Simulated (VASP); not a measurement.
Input of a VASP 6.6.1 run:

Contents of INCAR:

```
SYSTEM = Mg
ALGO = Normal
EDIFF = 1E-6
ENCUT = 520
GGA = PE
ISIF = 2
ISMEAR = 0
LASPH = .TRUE.
LCHARG = .FALSE.
LREAL = .FALSE.
LWAVE = .FALSE.
NBANDS = 7
NELM = 80
PREC = Accurate
SIGMA = 0.15
```

KPOINTS

```
k-points
0
G
  18 18 18
  0 0 0
```

File POSCAR:

```
Mg
1.0
   -1.9640500000      1.9640500000      1.5685000000
    1.9640500000     -1.9640500000      1.5685000000
    1.9640500000      1.9640500000     -1.5685000000
Mg
1
Direct
    0.0000000000      0.0000000000      0.0000000000
```

Potentials or basis: VASP PAW PBE potentials, release 64 (Mg).

The run is started by

```console
$ cat potpaw_PBE.64/Mg/POTCAR > POTCAR
$ mpirun -np 1 vasp_std > vasp.out
```

Problem. Estimate the pressure.

Solution. -1.1 GPa.

Problem. Estimate the band gap on the k mesh.

Solution. Zero (band 1 reaches 4.72 eV, above the bottom of band 2 at 0.45 eV).

Stress tensor (GPa, compression positive):
```
-1.97  0.00  0.00
 0.00 -1.97  0.00
 0.00  0.00  0.76
```
